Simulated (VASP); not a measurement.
# WSe2 in VASP: single point with PBE+D3(BJ)

Aim: the single point of WSe2 with PBE+D3(BJ).

Everything below comes from runs of VASP 6.6.1. Logs are shortened: lines on timing, memory, paths and dates and some standing lists are left out, and cuts for length are marked.

## 1. The cell of the first run

The cell holds a slab with vacuum, 6 atoms: a = 3.318 Å, b = 3.318 Å, c = 24.069 Å, α = 90.00°, β = 90.00°, γ = 120.00°.

## 2. Single point, PBE+D3(BJ)

Input file INCAR:

```
ALGO = Normal ; EDIFF = 1E-6
ENCUT = 520 ; GGA = PE
ISIF = 2 ; ISMEAR = 0
IVDW = 12 ; LASPH = True
LCHARG = False ; LREAL = False
LWAVE = False ; NBANDS = 35
NELM = 80 ; PREC = Accurate
SIGMA = 0.1
```

Input file KPOINTS:

```
k-points
0
Gamma
  6 6 1
```

Input file POSCAR:

```
WSe2
1.0
    3.3178532690      0.0000000000      0.0000000000
   -1.6589266345      2.8733452170      0.0000000000
    0.0000000000      0.0000000000     24.0685192700
W Se
2 4
Direct
    0.6666666700      0.3333333300      0.1415375200
    0.3333333300      0.6666666700      0.8584624800
    0.3333333300      0.6666666700      0.2105944900
    0.6666666700      0.3333333300      0.9275621000
    0.3333333300      0.6666666700      0.0724379000
    0.6666666700      0.3333333300      0.7894055100
```

Potentials or basis: VASP PAW PBE potentials, release 64 (W_sv, Se).

Run with:

```sh
> cat potpaw_PBE.64/W_sv/POTCAR potpaw_PBE.64/Se/POTCAR > POTCAR
> mpirun -np 1 vasp_std > vasp.out
```

OUTCAR:

```text
EDIFF = 1E-6
   ENCUT = 520
   GGA = PE
   ISIF = 2
   ISMEAR = 0
   IVDW = 12
   LASPH = True
   LREAL = False
   NELM = 80
   PREC = Accurate
 IVDW          = 12

 ion  position               nearest neighbor table
   1  0.667  0.333  0.142-   3 2.54   3 2.54   3 2.54   5 2.54   5 2.54   5 2.54
   2  0.333  0.667  0.858-   6 2.54   6 2.54   6 2.54   4 2.54   4 2.54   4 2.54
   3  0.333  0.667  0.211-   1 2.54   1 2.54   1 2.54
   4  0.667  0.333  0.928-   2 2.54   2 2.54   2 2.54
   5  0.333  0.667  0.072-   1 2.54   1 2.54   1 2.54
   6  0.667  0.333  0.789-   2 2.54   2 2.54   2 2.54

  LATTYP: Found a hexagonal cell.
 ALAT       =     3.3178532690
 C/A-ratio  =     7.2542446331

  Lattice vectors:

 A1 = (   3.3178532690,   0.0000000000,   0.0000000000)
 A2 = (  -1.6589266345,   2.8733452170,   0.0000000000)
 A3 = (   0.0000000000,   0.0000000000,  24.0685192700)

Analysis of symmetry for initial positions (statically):
=====================================================================
 Subroutine PRICEL returns:
 Original cell was already a primitive cell.

 Routine SETGRP: Setting up the symmetry group for a
 hexagonal supercell.

 Subroutine GETGRP returns: Found 12 space group operations
 (whereof 12 operations were pure point group operations)
 out of a pool of 24 trial point group operations.

The static configuration has the point symmetry D_3d.

Analysis of symmetry for dynamics (positions and initial velocities):
=====================================================================
 Subroutine PRICEL returns:
 Original cell was already a primitive cell.

 Routine SETGRP: Setting up the symmetry group for a
 hexagonal supercell.

 Subroutine GETGRP returns: Found 12 space group operations
 (whereof 12 operations were pure point group operations)
 out of a pool of 24 trial point group operations.

The dynamic configuration has the point symmetry D_3d.

 Subroutine INISYM returns: Found 12 space group operations
 (whereof 12 operations are pure point group operations),
 and found     1 'primitive' translations

----------------------------------------------------------------------------------------

                                     Primitive cell

  volume of cell :     229.4533

  direct lattice vectors                    reciprocal lattice vectors
     3.317853269  0.000000000  0.000000000     0.301399706  0.174013201  0.000000000
    -1.658926634  2.873345217  0.000000000     0.000000000  0.348026403  0.000000000
     0.000000000  0.000000000 24.068519270     0.000000000  0.000000000  0.041548048

  length of vectors
     3.317853269  3.317853269 24.068519270     0.348026403  0.348026403  0.041548048

  position of ions in fractional coordinates (direct lattice)
     0.666666670  0.333333330  0.141537520
     0.333333330  0.666666670  0.858462480
     0.333333330  0.666666670  0.210594490
     0.666666670  0.333333330  0.927562100
     0.333333330  0.666666670  0.072437900
     0.666666670  0.333333330  0.789405510

  ion indices of the primitive-cell ions
   primitive index   ion index
                 1           1
                 2           2
                 3           3
                 4           4
                 5           5
                 6           6

----------------------------------------------------------------------------------------

 KPOINTS: k-points

Automatic generation of k-mesh.
 Grid dimensions read from file:
 generate k-points for:    6    6    1

 Generating k-lattice:

  Cartesian coordinates                     Fractional coordinates (reciprocal lattice)
     0.050233284  0.029002200  0.000000000     0.166666667  0.000000000  0.000000000
     0.000000000  0.058004400  0.000000000     0.000000000  0.166666667  0.000000000
     0.000000000  0.000000000  0.041548048     0.000000000  0.000000000  1.000000000

  Length of vectors
     0.058004400  0.058004400  0.041548048

  Shift w.r.t. Gamma in fractional coordinates (k-lattice)
     0.000000000  0.000000000  0.000000000

 Subroutine IBZKPT returns following result:
 ===========================================

 Found      7 irreducible k-points:

 Following reciprocal coordinates:
            Coordinates               Weight
  0.000000  0.000000  0.000000      1.000000
  0.166667  0.000000  0.000000      6.000000
  0.333333  0.000000  0.000000      6.000000
  0.500000  0.000000  0.000000      3.000000
  0.166667  0.166667  0.000000      6.000000
  0.333333  0.166667  0.000000     12.000000
  0.333333  0.333333  0.000000      2.000000
   k-points           NKPTS =      7   k-points in BZ     NKDIM =      7   number of bands    NBANDS=     35
   number of dos      NEDOS =    301   number of ions     NIONS =      6
   total plane-waves  NPLWV = 141120
   dimension x,y,z NGX =    28 NGY =   28 NGZ =  180
   dimension x,y,z NGXF=    56 NGYF=   56 NGZF=  360
   ions per type =               2   4
   NGX,Y,Z   is equivalent  to a cutoff of  14.03, 14.03, 12.43 a.u.
   NGXF,Y,Z  is equivalent  to a cutoff of  28.06, 28.06, 24.87 a.u.
 SYSTEM =  unknown system
   PREC   = accura    normal or accurate (medium, high low for compatibility)
   ISTART =      0    job   : 0-new  1-cont  2-samecut
   ICHARG =      2    charge: 1-file 2-atom 10-const
   ISPIN  =      1    spin polarized calculation?
   LNONCOLLINEAR =      F non collinear calculations
   LSORBIT =      F    spin-orbit coupling
   LASPH  =      T    aspherical Exc in radial PAW
   ENCUT  =  520.0 eV  38.22 Ry    6.18 a.u.   6.17  6.17 44.75*2*pi/ulx,y,z
   NELM   =     80;   NELMIN=  2; NELMDL= -5     # of ELM steps
   EDIFF  = 0.1E-05   stopping-criterion for ELM
   LREAL  =      F    real-space projection
   EDIFFG = 0.1E-04   stopping-criterion for IOM
   NSW    =      0    number of steps for IOM
   IBRION =     -1    ionic relax: 0-MD 1-quasi-New 2-CG
   NFREE  =      0    steps in history (QN), initial steepest desc. (CG)
   ISIF   =      2    stress and relaxation
   ISYM   =      2    0-nonsym 1-usesym 2-fastsym
   POTIM  = 0.5000    time-step for ionic-motion
   TEBEG  =    0.0;   TEEND  =   0.0 temperature during run
   PSTRESS=    0.0 pullay stress
   NELECT =      52.0000    total number of electrons
   NUPDOWN=      -1.0000    fix difference up-down
   EMIN   =  10.00;   EMAX   =-10.00  energy-range for DOS
   EFERMI =   0.00;   METHOD = LEGACY
   ISMEAR =     0;   SIGMA  =   0.10  broadening in eV -4-tet -1-fermi 0-gaus
   EFERMI_NEDOS =   21; number of points for ismear=-14 and -15
   IALGO  =     38    algorithm
   IMIX   =      4    mixing-type and parameters
     AMIX     =   0.40;   BMIX     =  1.00
     AMIX_MAG =   1.60;   BMIX_MAG =  1.00
  volume/ion in A,a.u.               =      38.24       258.07
  Fermi-wavevector in a.u.,A,eV,Ry     =   0.998109  1.886152 13.554408  0.996221
  Thomas-Fermi vector in A             =   2.130310
   LORBIT       =      0    0 simple, 1 ext, 2 COOP (PROOUT), +10 PAW based schemes
   GGA     = PE    functional components
   LHFCALC =     F    Hartree Fock is set to
   AEXX    =    0.0000 exact exchange contribution
   IVDW    =    12    specifies the selected vdW correction
   LEPSILON=     F    determine dielectric tensor
   LRPA    =     F    only Hartree local field effects (RPA)
 non-spin polarized calculation
 Gauss-broadening in eV      SIGMA  =   0.10
  energy-cutoff  :      520.00
  volume of cell :      229.45
 maximum number of plane-waves:      6209
 NGX is ok and might be reduce to    28
   NGX = 13   NGY = 13   NGZ = 89

 number of electron      51.9999994 magnetization

 Free energy of the ion-electron system (eV)
  ---------------------------------------------------
  ext. energy  EPLUGINS =         0.00000000
  ---------------------------------------------------
  free energy    TOTEN  =       -43.22145400 eV

  energy without entropy =      -43.22145400  energy(sigma->0) =      -43.22145400

 E-fermi :   1.4458     XC(G=0):  -6.2263

 val. band max:        0.8007870231   @ k =   0.0000   0.0000   0.0000
 cond. band min:       2.2692107737   @ k =   0.3333   0.3333   0.0000
 fundamental gap:      1.4684237506
 Fermi energy:         1.4457688894

 k-point     1 :       0.0000    0.0000    0.0000
  band No.  band energies     occupation
      1     -73.3012      2.00000
      2     -73.3012      2.00000
      3     -37.5309      2.00000
      4     -37.5309      2.00000
      5     -37.4276      2.00000
      6     -37.4276      2.00000
[... 27 lines left out ...]
     34       3.8987      0.00000
     35       5.0680      0.00000

 k-point     2 :       0.1667    0.0000    0.0000
  band No.  band energies     occupation
      1     -73.2990      2.00000
      2     -73.2989      2.00000
      3     -37.5207      2.00000
      4     -37.5207      2.00000
      5     -37.4813      2.00000
      6     -37.4813      2.00000
[... 27 lines left out ...]
     34       4.2914      0.00000
     35       5.8409      0.00000

 k-point     3 :       0.3333    0.0000    0.0000
  band No.  band energies     occupation
      1     -73.2944      2.00000
      2     -73.2944      2.00000
      3     -37.5871      2.00000
      4     -37.5871      2.00000
      5     -37.5001      2.00000
      6     -37.5001      2.00000
[... 27 lines left out ...]
     34       5.0336      0.00000
     35       6.5791      0.00000

 k-point     4 :       0.5000    0.0000    0.0000
  band No.  band energies     occupation
      1     -73.2921      2.00000
      2     -73.2921      2.00000
      3     -37.6392      2.00000
      4     -37.6392      2.00000
      5     -37.4898      2.00000
      6     -37.4898      2.00000
[... 27 lines left out ...]
     34       5.0946      0.00000
     35       5.2533      0.00000

 k-point     5 :       0.1667    0.1667    0.0000
  band No.  band energies     occupation
      1     -73.2955      2.00000
      2     -73.2955      2.00000
      3     -37.5509      2.00000
      4     -37.5509      2.00000
      5     -37.5052      2.00000
      6     -37.5052      2.00000
[... 27 lines left out ...]
     34       5.1090      0.00000
     35       6.8027      0.00000

 k-point     6 :       0.3333    0.1667    0.0000
  band No.  band energies     occupation
      1     -73.2921      2.00000
      2     -73.2921      2.00000
      3     -37.6127      2.00000
      4     -37.6127      2.00000
      5     -37.5050      2.00000
      6     -37.5050      2.00000
[... 27 lines left out ...]
     34       5.3261      0.00000
     35       6.2099      0.00000

 k-point     7 :       0.3333    0.3333    0.0000
  band No.  band energies     occupation
      1     -73.2910      2.00000
      2     -73.2910      2.00000
      3     -37.5868      2.00000
      4     -37.5868      2.00000
      5     -37.5639      2.00000
      6     -37.5639      2.00000
[... 27 lines left out ...]
     34       5.5898      0.00000
     35       6.7167      0.00000

------------------------ aborting loop because EDIFF is reached ----------------------------------------

 Edisp (eV)   -2.29264

 E8    (eV) :    -1.0540

  FORCE on cell =-STRESS in cart. coord.  units (eV):
  Direction    XX          YY          ZZ          XY          YZ          ZX
  --------------------------------------------------------------------------------------
  -------------------------------------------------------------------------------------
  Total      -1.25701    -1.25701     0.79089     0.00000     0.00000    -0.00000
  in kB      -8.77716    -8.77716     5.52248     0.00000     0.00000    -0.00000
  external pressure =       -4.01 kB  Pullay stress =        0.00 kB

 VOLUME and BASIS-vectors are now :
 -----------------------------------------------------------------------------
  energy-cutoff  :      520.00
  volume of cell :      229.45
      direct lattice vectors                 reciprocal lattice vectors
     3.317853269  0.000000000  0.000000000     0.301399706  0.174013201  0.000000000
    -1.658926634  2.873345217  0.000000000     0.000000000  0.348026403  0.000000000
     0.000000000  0.000000000 24.068519270     0.000000000  0.000000000  0.041548048

 POSITION                                       TOTAL-FORCE (eV/Angst)
 -----------------------------------------------------------------------------------
      1.65893      0.95778      3.40660         0.000000      0.000000     -0.052149
     -0.00000      1.91556     20.66192         0.000000     -0.000000      0.052149
     -0.00000      1.91556      5.06870        -0.000000      0.000000      0.223287
      1.65893      0.95778     22.32505        -0.000000      0.000000      0.306996
     -0.00000      1.91556      1.74347        -0.000000      0.000000     -0.306996
      1.65893      0.95778     18.99982         0.000000      0.000000     -0.223287
 -----------------------------------------------------------------------------------
    total drift:                                0.000000      0.000000     -0.000000

  FREE ENERGIE OF THE ION-ELECTRON SYSTEM (eV)
  ---------------------------------------------------
  free  energy   TOTEN  =       -45.5140971891 eV

  energy  without entropy=      -45.5140971891  energy(sigma->0) =      -45.51409719
```

Wall time 58 s (1 thread of Intel Xeon 6975P-C (Granite Rapids), shared host); peak memory 0.37 GiB.

What came out:

* Free energy: -45.5141 eV
* Largest force: 0.307 eV/Å
* Band gap on the k mesh: 1.47 eV, indirect (least direct gap 1.49 eV)
* Dispersion energy per atom: -0.382 eV

Forces on the atoms (eV/Å):
```
W    0.000  0.000 -0.052
W    0.000  0.000  0.052
Se   0.000  0.000  0.223
Se   0.000  0.000  0.307
Se   0.000  0.000 -0.307
Se   0.000  0.000 -0.223
```

Levels at points of the mesh, in eV from the valence-band top:
```
           k point  band 22  band 23  band 24  band 25  band 26  band 27  band 28  band 29  band 30  band 31
(0.00, 0.00, 0.00)    -1.34    -1.33    -1.33    -0.47     0.00     2.86     2.86     2.88     2.88     3.05
(0.50, 0.00, 0.00)    -2.12    -1.06    -1.05    -1.01    -1.00     2.29     2.30     2.64     2.73     3.46
```

Caveat: spin-orbit coupling is left out, which moves the levels of the heavy elements.
